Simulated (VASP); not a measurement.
Set up this calculation in VASP 6.6.1, as the native input.

```yaml
Task: single point
Functional: PBE
Potentials_or_basis: VASP PAW PBE potentials, release 64 (Si)
Cutoff: 520 eV
k_mesh: 6 × 6 × 6
Occupations: fermi-dirac, width 0.02 eV
Spin: no spin polarisation
Dipole_correction: no
Further_INCAR_settings: ALGO = Normal; EDIFF = 1e-06; NBANDS = 11
```

The structure of Si lies in POSCAR:

```
Si
1.0
    0.0000000000      2.7350000000      2.7350000000
    2.7350000000      0.0000000000      2.7350000000
    2.7350000000      2.7350000000      0.0000000000
Si
2
Direct
    0.0000000000      0.0000000000      0.0000000000
    0.2500000000      0.2500000000      0.2500000000
```

The input as run:

INCAR

```
  PREC = Accurate
  ENCUT = 520
  EDIFF = 1E-6
  ISMEAR = -1
  SIGMA = 0.02
  LREAL = False
  LASPH = True
  NELM = 60
  ALGO = Normal
  ISIF = 2
  LWAVE = False
  LCHARG = True
  GGA = PE
  LELF = True
  LVHAR = True
  NBANDS = 11
```

KPOINTS

```
Automatic mesh
0
Gamma
  6 6 6
```

Potentials or basis: VASP PAW PBE potentials, release 64 (Si).

The run is started by

```sh
$ cat potpaw_PBE.64/Si/POTCAR > POTCAR
$ mpirun -np 1 vasp_std > vasp.out
```

It gave:

```
Pressure               : 0.0 GPa
Band gap on the k mesh : 0.75 eV, indirect (least direct gap 2.55 eV)
```

Run time: 3.8 s on 1 thread of Intel(R) Xeon(R) 6975P-C (Granite Rapids) (shared host), peak memory 0.15 GiB.
